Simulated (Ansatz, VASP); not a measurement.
One calculation of Hg2P, two programs

Contents of INCAR:

```
SYSTEM = Hg2P
ALGO = Normal
EDIFF = 1E-6
ENCUT = 500
GGA = PE
GGA_COMPAT = .FALSE.
ISIF = 2
ISMEAR = 0
LASPH = .TRUE.
LCHARG = .FALSE.
LREAL = .FALSE.
LWAVE = .FALSE.
NBANDS = 22
NELM = 120
PREC = Accurate
SIGMA = 0.1
```

The input KPOINTS:

```
k-points
0
G
  4 4 4
  0 0 0
```

The input POSCAR:

```
Hg2P
1.0
    0.0000000000      3.2887835300      3.2887835300
    3.2887835300      0.0000000000      3.2887835300
    3.2887835300      3.2887835300      0.0000000000
Hg P
2 1
Direct
    0.2500000000      0.2500000000      0.2500000000
    0.7500000000      0.7500000000      0.7500000000
    0.0000000000      0.0000000000      0.0000000000
```

Input for Ansatz:

```yaml
crystal:
  lattice:
    - [0.0, 3.28878353, 3.28878353]
    - [3.28878353, 0.0, 3.28878353]
    - [3.28878353, 3.28878353, 0.0]
  atoms:
    - { symbol: Hg, position: [0.25, 0.25, 0.25] }
    - { symbol: Hg, position: [0.75, 0.75, 0.75] }
    - { symbol: P, position: [0.0, 0.0, 0.0] }
basis:
  ecutwfc: 420
kpoints:
  mp_grid: { grid: [4, 4, 4] }
hamiltonian:
  xc: pbe
scf:
  occupations: { method: gaussian, width: 0.1 }
  lower_state_search: "off"
output:
  forces: true
  stress: true
  eigenvalues: true
```

Change from the starting cell: species swapped into the In2Pt type (Fm-3m, No. 225).

Alike in both runs: task single point; functional PBE; k mesh 4 × 4 × 4; occupations gaussian, width 0.1 eV; no spin polarisation.

|  | VASP | Ansatz |
| --- | --- | --- |
| version | VASP 6.6.1 | Ansatz 0.2.0 |
| potentials or method | VASP PAW PBE potentials, release 64 (Hg, P), cutoff 500 eV | scalar-relativistic, plane waves, PAW |
| valence electrons in the cell | 29 | 45 |

|  | VASP | Ansatz | Ansatz less VASP |
| --- | --- | --- | --- |
| gap on the k mesh at the Fermi level (eV) | none | none | - |
| pressure (GPa) | 1.4 | 1.1 | -0.23 |

A gap of «none» marks a metal or a gap that the smearing closes. With one functional, cell and mesh, what is left measures potentials, basis and numerics. VASP's potentials hold 29 valence electrons a cell and Ansatz's 45, so a difference there can come from the potentials and not from the codes.

The k mesh is coarse, so the values compare programs but aren't converged. Spin-orbit coupling is off throughout.
